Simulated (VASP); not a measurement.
# C in VASP: a series of runs

Runs on C. Level: PBE+D3(BJ). Tasks: single point.

All numbers are computed with VASP 6.6.1; they aren't measurements. Logs are shortened: lines on timing, memory, paths and dates and some standing lists are left out, and cuts for length are marked.

**1. The cell of the first run**

The cell holds a slab with vacuum, 4 atoms: a = 2.466 Å, b = 2.466 Å, c = 17.500 Å, α = 90.00°, β = 90.00°, γ = 120.00°.

**2. Single point, PBE+D3(BJ)**

File INCAR:

```
SYSTEM = C
  PREC = Accurate
  ENCUT = 520
  EDIFF = 1E-6
  ISMEAR = 0
  SIGMA = 0.1
  LREAL = .False.
  LASPH = .True.
  NELM = 100
  ALGO = Normal
  ISIF = 2
  LWAVE = .False.
  LCHARG = .False.
  LDIPOL = .True.
  IDIPOL = 3
  DIPOL = 0.5 0.5 0.360
  GGA = PE
  IVDW = 12
  NBANDS = 16
```

File KPOINTS:

```
regular mesh
0
Gamma
  15 15 1
  0 0 0
```

File POSCAR:

```
C
1.0
    2.4656524409      0.0000000000      0.0000000000
   -1.2328262205      2.1353176508      0.0000000000
    0.0000000000      0.0000000000     17.5000663883
C
4
Direct
    0.6666666667      0.3333333333      0.2571437784
    0.3333333333      0.6666666667      0.2571418816
    0.6666666667      0.6666666667      0.4634306070
    1.0000000000      0.3333333333      0.4634287102
```

Potentials or basis: VASP PAW PBE potentials, release 64 (C).

The run is started by

```
> cat potpaw_PBE.64/C/POTCAR > POTCAR
> mpirun -np 1 vasp_std > vasp.out
```

OUTCAR:

```text
SYSTEM = C
   PREC = Accurate
   ENCUT = 520
   EDIFF = 1E-6
   ISMEAR = 0
   LREAL = .False.
   LASPH = .True.
   NELM = 100
   ISIF = 2
   GGA = PE
   IVDW = 12
 IVDW          = 12

 ion  position               nearest neighbor table
   1  0.667  0.333  0.257-   2 1.42   2 1.42   2 1.42
   2  0.333  0.667  0.257-   1 1.42   1 1.42   1 1.42
   3  0.667  0.667  0.463-   4 1.42   4 1.42   4 1.42
   4  0.000  0.333  0.463-   3 1.42   3 1.42   3 1.42

  LATTYP: Found a hexagonal cell.
 ALAT       =     2.4656524409
 C/A-ratio  =     7.0975398227

  Lattice vectors:

 A1 = (   2.4656524409,   0.0000000000,   0.0000000000)
 A2 = (  -1.2328262205,   2.1353176508,   0.0000000000)
 A3 = (   0.0000000000,   0.0000000000,  17.5000663883)

Analysis of symmetry for initial positions (statically):
=====================================================================
 Subroutine PRICEL returns:
 Original cell was already a primitive cell.

 Routine SETGRP: Setting up the symmetry group for a
 hexagonal supercell.

 Subroutine GETGRP returns: Found  4 space group operations
 (whereof  2 operations were pure point group operations)
 out of a pool of 24 trial point group operations.

The static configuration has the point symmetry C_1h.
 The point group associated with its full space group is C_2h.

Analysis of symmetry for dynamics (positions and initial velocities):
=====================================================================
 Subroutine PRICEL returns:
 Original cell was already a primitive cell.

 Routine SETGRP: Setting up the symmetry group for a
 hexagonal supercell.

 Subroutine GETGRP returns: Found  4 space group operations
 (whereof  2 operations were pure point group operations)
 out of a pool of 24 trial point group operations.

The dynamic configuration has the point symmetry C_1h.
 The point group associated with its full space group is C_2h.

 Subroutine INISYM returns: Found  4 space group operations
 (whereof  2 operations are pure point group operations),
 and found     1 'primitive' translations

----------------------------------------------------------------------------------------

                                     Primitive cell

  volume of cell :      92.1370

  direct lattice vectors                    reciprocal lattice vectors
     2.465652441  0.000000000  0.000000000     0.405572166  0.234157199  0.000000000
    -1.232826221  2.135317651  0.000000000     0.000000000  0.468314398  0.000000000
     0.000000000  0.000000000 17.500066388     0.000000000  0.000000000  0.057142640

  length of vectors
     2.465652441  2.465652441 17.500066388     0.468314398  0.468314398  0.057142640

  position of ions in fractional coordinates (direct lattice)
     0.666666667  0.333333333  0.257143778
     0.333333333  0.666666667  0.257141882
     0.666666667  0.666666667  0.463430607
     0.000000000  0.333333333  0.463428710

  ion indices of the primitive-cell ions
   primitive index   ion index
                 1           1
                 2           2
                 3           3
                 4           4

----------------------------------------------------------------------------------------

 KPOINTS: regular mesh

Automatic generation of k-mesh.
 Grid dimensions read from file:
 generate k-points for:   15   15    1

 Generating k-lattice:

  Cartesian coordinates                     Fractional coordinates (reciprocal lattice)
     0.027038144  0.015610480  0.000000000     0.066666667  0.000000000  0.000000000
     0.000000000  0.031220960  0.000000000     0.000000000  0.066666667  0.000000000
     0.000000000  0.000000000  0.057142640     0.000000000  0.000000000  1.000000000

  Length of vectors
     0.031220960  0.031220960  0.057142640

  Shift w.r.t. Gamma in fractional coordinates (k-lattice)
     0.000000000  0.000000000  0.000000000

 Subroutine IBZKPT returns following result:
 ===========================================

 Found     64 irreducible k-points:

 Following reciprocal coordinates:
            Coordinates               Weight
  0.000000  0.000000  0.000000      1.000000
  0.066667  0.000000  0.000000      4.000000
  0.000000  0.066667  0.000000      2.000000
  0.133333 -0.000000  0.000000      4.000000
  0.000000  0.133333  0.000000      2.000000
  0.200000  0.000000  0.000000      4.000000
[... 16 lines left out ...]
 -0.266667  0.200000  0.000000      4.000000
  0.266667  0.066667  0.000000      4.000000
 [... further k-points ...]
   k-points           NKPTS =     64   k-points in BZ     NKDIM =     64   number of bands    NBANDS=     16
   number of dos      NEDOS =    301   number of ions     NIONS =      4
   total plane-waves  NPLWV =  45360
   dimension x,y,z NGX =    18 NGY =   18 NGZ =  140
   dimension x,y,z NGXF=    36 NGYF=   36 NGZF=  280
   ions per type =               4
   NGX,Y,Z   is equivalent  to a cutoff of  12.14, 12.14, 13.30 a.u.
   NGXF,Y,Z  is equivalent  to a cutoff of  24.27, 24.27, 26.60 a.u.
 SYSTEM =  C
   PREC   = accura    normal or accurate (medium, high low for compatibility)
   ISTART =      0    job   : 0-new  1-cont  2-samecut
   ICHARG =      2    charge: 1-file 2-atom 10-const
   ISPIN  =      1    spin polarized calculation?
   LNONCOLLINEAR =      F non collinear calculations
   LSORBIT =      F    spin-orbit coupling
   LASPH  =      T    aspherical Exc in radial PAW
   ENCUT  =  520.0 eV  38.22 Ry    6.18 a.u.   4.58  4.58 32.54*2*pi/ulx,y,z
   NELM   =    100;   NELMIN=  2; NELMDL= -5     # of ELM steps
   EDIFF  = 0.1E-05   stopping-criterion for ELM
   LREAL  =      F    real-space projection
   EDIFFG = 0.1E-04   stopping-criterion for IOM
   NSW    =      0    number of steps for IOM
   IBRION =     -1    ionic relax: 0-MD 1-quasi-New 2-CG
   NFREE  =      0    steps in history (QN), initial steepest desc. (CG)
   ISIF   =      2    stress and relaxation
   ISYM   =      2    0-nonsym 1-usesym 2-fastsym
   POTIM  = 0.5000    time-step for ionic-motion
   TEBEG  =    0.0;   TEEND  =   0.0 temperature during run
   PSTRESS=    0.0 pullay stress
   NELECT =      16.0000    total number of electrons
   NUPDOWN=      -1.0000    fix difference up-down
   EMIN   =  10.00;   EMAX   =-10.00  energy-range for DOS
   EFERMI =   0.00;   METHOD = LEGACY
   ISMEAR =     0;   SIGMA  =   0.10  broadening in eV -4-tet -1-fermi 0-gaus
   EFERMI_NEDOS =   21; number of points for ismear=-14 and -15
   IALGO  =     38    algorithm
   IMIX   =      4    mixing-type and parameters
     AMIX     =   0.40;   BMIX     =  1.00
     AMIX_MAG =   1.60;   BMIX_MAG =  1.00
  volume/ion in A,a.u.               =      23.03       155.44
  Fermi-wavevector in a.u.,A,eV,Ry     =   0.913349  1.725980 11.350070  0.834207
  Thomas-Fermi vector in A             =   2.037850
   LORBIT       =      0    0 simple, 1 ext, 2 COOP (PROOUT), +10 PAW based schemes
   GGA     = PE    functional components
   LHFCALC =     F    Hartree Fock is set to
   AEXX    =    0.0000 exact exchange contribution
   IVDW    =    12    specifies the selected vdW correction
   LEPSILON=     F    determine dielectric tensor
   LRPA    =     F    only Hartree local field effects (RPA)
 non-spin polarized calculation
 Gauss-broadening in eV      SIGMA  =   0.10
  energy-cutoff  :      520.00
  volume of cell :       92.14
 maximum number of plane-waves:      2516
   NGX =  9   NGY =  9   NGZ = 65

 dipolmoment           0.000000      0.000000      0.000185 electrons x Angstroem

 number of electron      15.9999997 magnetization

 dipolmoment           0.000000      0.000000     -0.000131 electrons x Angstroem

 Free energy of the ion-electron system (eV)
  ---------------------------------------------------
  ext. energy  EPLUGINS =         0.00000000
  ---------------------------------------------------
  free energy    TOTEN  =       -36.88867753 eV

  energy without entropy =      -36.88844951  energy(sigma->0) =      -36.88856352

 E-fermi :  -0.8244     XC(G=0):  -4.4779

 val. band max:       -0.9482662713   @ k =   0.3333   0.3333   0.0000
 cond. band min:      -0.7010692207   @ k =   0.3333   0.3333   0.0000
 fundamental gap:      0.2471970506
 Fermi energy:        -0.8244469991

 k-point     1 :       0.0000    0.0000    0.0000
  band No.  band energies     occupation
      1     -20.3843      2.00000
      2     -20.3010      2.00000
      3      -8.7663      2.00000
      4      -8.1022      2.00000
      5      -3.8632      2.00000
      6      -3.8630      2.00000
[... 8 lines left out ...]
     15       7.4861      0.00000
     16       7.4994      0.00000

 k-point     2 :       0.0667    0.0000    0.0000
  band No.  band energies     occupation
      1     -20.2789      2.00000
      2     -20.1962      2.00000
      3      -8.6395      2.00000
      4      -7.9783      2.00000
      5      -4.2886      2.00000
      6      -4.2816      2.00000
[... 8 lines left out ...]
     15       7.5530      0.00000
     16       7.9411      0.00000

 k-point     3 :       0.0000    0.0667    0.0000
  band No.  band energies     occupation
      1     -20.2789      2.00000
      2     -20.1962      2.00000
      3      -8.6396      2.00000
      4      -7.9783      2.00000
      5      -4.2887      2.00000
      6      -4.2818      2.00000
[... 8 lines left out ...]
     15       7.5465      0.00000
     16       7.9374      0.00000
[... 362 lines left out ...]
 k-point    23 :      -0.2667    0.2000    0.0000
  band No.  band energies     occupation
      1     -19.0247      2.00000
      2     -18.9487      2.00000
      3      -7.8499      2.00000
      4      -7.8250      2.00000
      5      -7.1452      2.00000
      6      -6.5241      2.00000
[... 8 lines left out ...]
     15       7.5561      0.00000
     16       7.7690      0.00000

 k-point    24 :       0.2667    0.0667    0.0000
  band No.  band energies     occupation
      1     -18.2002      2.00000
      2     -18.1287      2.00000
      3      -9.5690      2.00000
      4      -9.5386      2.00000
      5      -6.6708      2.00000
      6      -6.6602      2.00000
[... 8 lines left out ...]
     15       7.4966      0.00000
     16       8.2858      0.00000

 [... further k-points ...]

------------------------ aborting loop because EDIFF is reached ----------------------------------------

 vacuum level on the upper side and lower side of the slab       (xc-potential included)        -0.167        -0.167

 Edisp (eV)   -0.45604

 E8    (eV) :    -0.1354

  FORCE on cell =-STRESS in cart. coord.  units (eV):
  Direction    XX          YY          ZZ          XY          YZ          ZX
  --------------------------------------------------------------------------------------
  -------------------------------------------------------------------------------------
  Total       0.14325     0.12266    -0.14460    -0.00000     0.00000     0.02825
  in kB       2.49105     2.13297    -2.51439    -0.00000     0.00000     0.49120
  external pressure =        0.70 kB  Pullay stress =        0.00 kB

 VOLUME and BASIS-vectors are now :
 -----------------------------------------------------------------------------
  energy-cutoff  :      520.00
  volume of cell :       92.14
      direct lattice vectors                 reciprocal lattice vectors
     2.465652441  0.000000000  0.000000000     0.405572166  0.234157199  0.000000000
    -1.232826221  2.135317651  0.000000000     0.000000000  0.468314398  0.000000000
     0.000000000  0.000000000 17.500066388     0.000000000  0.000000000  0.057142640

 POSITION                                       TOTAL-FORCE (eV/Angst)
 -----------------------------------------------------------------------------------
      1.23283      0.71177      4.50003        -0.003911      0.000868      0.016445
     -0.00000      1.42355      4.50000        -0.003911     -0.000868      0.016445
      0.82188      1.42355      8.11007         0.003911     -0.000868     -0.016445
     -0.41094      0.71177      8.11003         0.003911      0.000868     -0.016445
 -----------------------------------------------------------------------------------
    total drift:                               -0.000003      0.000003     -0.029660

  FREE ENERGIE OF THE ION-ELECTRON SYSTEM (eV)
  ---------------------------------------------------
  free  energy   TOTEN  =       -37.3447146485 eV

  energy  without entropy=      -37.3444866272  energy(sigma->0) =      -37.34460064

 vacuum level on the upper side and lower side of the slab         3.358         3.361
```

Run time: 96 s. Hardware: 1 thread of Intel Xeon Platinum 8259CL at 2.50GHz (Skylake/Cascade Lake), shared host; peak memory 0.24 GiB.

Results:

```yaml
Free_energy: -37.3447 eV
Largest_force: 0.017 eV/Å
Band_gap_on_the_k_mesh: 0.25 eV, direct
Dispersion_energy_per_atom: -0.114 eV
```

Forces on the atoms (eV/Å):
```
C   -0.004  0.001  0.016
C   -0.004 -0.001  0.016
C    0.004 -0.001 -0.016
C    0.004  0.001 -0.016
```

**3. Single point, PBE+D3(BJ)**

File INCAR:

```
PREC = Accurate ; ENCUT = 520
EDIFF = 1E-7 ; ISMEAR = 0
SIGMA = 0.1 ; LREAL = F
LASPH = T ; NELM = 100
ALGO = Normal ; ISIF = 2
LWAVE = F ; LCHARG = T
LDIPOL = T ; IDIPOL = 3
DIPOL = 0.5 0.5 0.360 ; GGA = PE
IVDW = 12 ; LELF = T
LVHAR = T ; LVACPOTAV = T
NBANDS = 16
```

File KPOINTS:

```
regular mesh
0
Gamma
  15 15 1
```

POSCAR: that of step 2 with these lines changed.

```diff
@@ -10,3 +10,3 @@
     0.3333333333      0.6666666667      0.2571418816
-    0.6666666667      0.6666666667      0.4634306070
-    1.0000000000      0.3333333333      0.4634287102
+    0.6666666667      0.8333333333      0.4634306070
+    1.0000000000      0.5000000000      0.4634287102
```

Potentials or basis: VASP PAW PBE potentials, release 64 (C).

The run is started by

```
> cat potpaw_PBE.64/C/POTCAR > POTCAR
> mpirun -np 1 vasp_std > vasp.out
```

Wall time 1.8 min (1 thread of Intel Xeon Platinum 8259CL at 2.50GHz (Skylake/Cascade Lake), shared host); peak memory 0.24 GiB.

The run converged. Its results:

* Free energy: -37.3438 eV
* Largest force: 0.017 eV/Å
* Band gap on the k mesh: 0.29 eV, direct
* Dispersion energy per atom: -0.114 eV

Forces in eV/Å, atoms in the order of the input:
```
C   -0.004 -0.002  0.013
C   -0.004 -0.003  0.016
C    0.004  0.002 -0.013
C    0.004  0.003 -0.016
```

Levels at points of the mesh, in eV from the valence-band top:
| k point | band 4 | band 5 | band 6 | band 7 | band 8 | band 9 | band 10 | band 11 | band 12 | band 13 |
| --- | --- | --- | --- | --- | --- | --- | --- | --- | --- | --- |
| (0.00, 0.00, 0.00) | -7.14 | -2.90 | -2.90 | -2.89 | -2.89 | 3.49 | 3.98 | 4.87 | 6.46 | 6.73 |

**4. Single point, PBE+D3(BJ)**

File INCAR:

```
SYSTEM = C
PREC = Accurate
ENCUT = 520
EDIFF = 1E-7
ISMEAR = 0
SIGMA = 0.1
LREAL = .FALSE.
LASPH = .TRUE.
NELM = 80
ALGO = Normal
ISIF = 2
LWAVE = .FALSE.
LCHARG = .FALSE.
LDIPOL = .TRUE.
IDIPOL = 3
DIPOL = 0.5 0.5 0.360
GGA = PE
IVDW = 12
NBANDS = 16
```

File KPOINTS:

```
regular mesh
0
G
  15 15 1
  0 0 0
```

POSCAR: that of step 3 with these lines changed.

```diff
@@ -10,3 +10,3 @@
     0.3333333333      0.6666666667      0.2571418816
-    0.6666666667      0.8333333333      0.4634306070
-    1.0000000000      0.5000000000      0.4634287102
+    1.1666666667      0.6666666667      0.4634306070
+    1.5000000000      0.3333333333      0.4634287102
```

The run is started by

```
> cat potpaw_PBE.64/C/POTCAR > POTCAR
> mpirun -np 1 vasp_std > vasp.out
```

It took 1.8 min on 1 thread of Intel Xeon Platinum 8259CL at 2.50GHz (Skylake/Cascade Lake), shared host; peak memory 0.23 GiB.

Results (log left out):

```yaml
Free_energy: -37.3409 eV
Largest_force: 0.010 eV/Å
Band_gap_on_the_k_mesh: 0.38 eV, direct
Dispersion_energy_per_atom: -0.114 eV
```

Forces on the atoms (eV/Å):
```
C    0.004  0.000  0.009
C    0.004  0.000  0.009
C   -0.004  0.000 -0.009
C   -0.004  0.000 -0.009
```

Levels at points of the mesh, in eV from the valence-band top:
```
           k point  band 4  band 5  band 6  band 7  band 8  band 9  band 10  band 11  band 12  band 13
(0.00, 0.00, 0.00)   -7.09   -2.85   -2.85   -2.85   -2.85    3.54     4.02     4.92     6.51     6.77
```
